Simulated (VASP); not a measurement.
**Mg: relaxation of volume and atoms at fixed shape with LDA**

Crystal: Mg.

```xyz
2
Lattice="3.2093 0.0000 0.0000 -1.6046 2.7793 0.0000 0.0000 0.0000 5.2103" Properties=species:S:1:pos:R:3 pbc="T T T"
Mg    0.0000    1.8529    1.3026
Mg    1.6047    0.9264    3.9077
```

```json
{"Program": "VASP 6.6.1", "Task": "relaxation of volume and atoms at fixed shape", "Functional": "LDA", "Potentials or basis": "VASP PAW LDA potentials, release 64 (Mg)", "Cutoff": "600 eV", "k mesh": "6 × 6 × 4", "Occupations": "methfessel-paxton, width 0.1 eV", "Spin": "no spin polarisation", "Dipole correction": "no", "Further INCAR settings": "ALGO = Normal; EDIFF = 1e-07; IBRION = 2; EDIFFG = -0.02; NSW = 80; ISIF = 8"}
```

| Quantity | Value |
| --- | --- |
| Relaxed volume | 21.48 Å³/atom |
| Relaxed cell | a = 3.126 Å, b = 3.126 Å, c = 5.075 Å, α = 90.00°, β = 90.00°, γ = 120.00° |
| Space group after relaxing (to 0.05 Å) | P6_3/mmc (No. 194) |
| Energy gained by relaxing | 16.7 meV/atom |
| Ionic steps | 3 |
| Pressure after relaxing | 0.0 GPa |
| Band gap on the k mesh | zero (band 2 reaches 3.13 eV, above the bottom of band 3 at 1.55 eV) |

Stress tensor (GPa, compression positive):
```
-0.27  0.00  0.00
 0.00 -0.27  0.00
 0.00  0.00  0.42
```

Step by step:
```csv
step,energy change (eV),largest force (eV/Å),pressure (GPa),volume (Å³)
1,0.0000,0.0000,-2.81,46.47
2,-0.0312,0.0000,-0.80,43.78
3,-0.0334,0.0000,-0.04,42.96
```

Final structure:
```xyz
2
Lattice="3.1262 0.0000 0.0000 -1.5631 2.7073 0.0000 0.0000 0.0000 5.0753" Properties=species:S:1:pos:R:3 pbc="T T T"
Mg    0.0000    1.8049    1.2688
Mg    1.5631    0.9024    3.8065
```

Levels at points of the mesh, in eV from the Fermi level:
| k point | band 1 | band 2 | band 3 | band 4 | band 5 | band 6 |
| --- | --- | --- | --- | --- | --- | --- |
| (0.00, 0.00, 0.00) | -7.05 | -1.60 | -1.11 | 11.45 | 11.45 | 11.63 |
| (0.50, 0.00, 0.00) | -2.07 | -2.04 | 2.92 | 3.25 | 3.59 | 4.00 |
| (0.00, 0.00, 0.50) | -5.59 | -5.59 | 5.38 | 5.38 | 12.20 | 12.20 |
| (0.50, 0.00, 0.50) | -0.99 | -0.99 | -0.29 | -0.29 | 8.43 | 8.52 |

Run time: 7.5 s on 1 thread of Intel(R) Xeon(R) Platinum 8488C (Sapphire Rapids), with other jobs on the host, peak memory 0.15 GiB.

Caveat: the k points lie up to 0.39 Å⁻¹ apart in the final cell. LDA usually gives volumes a few per cent too small.
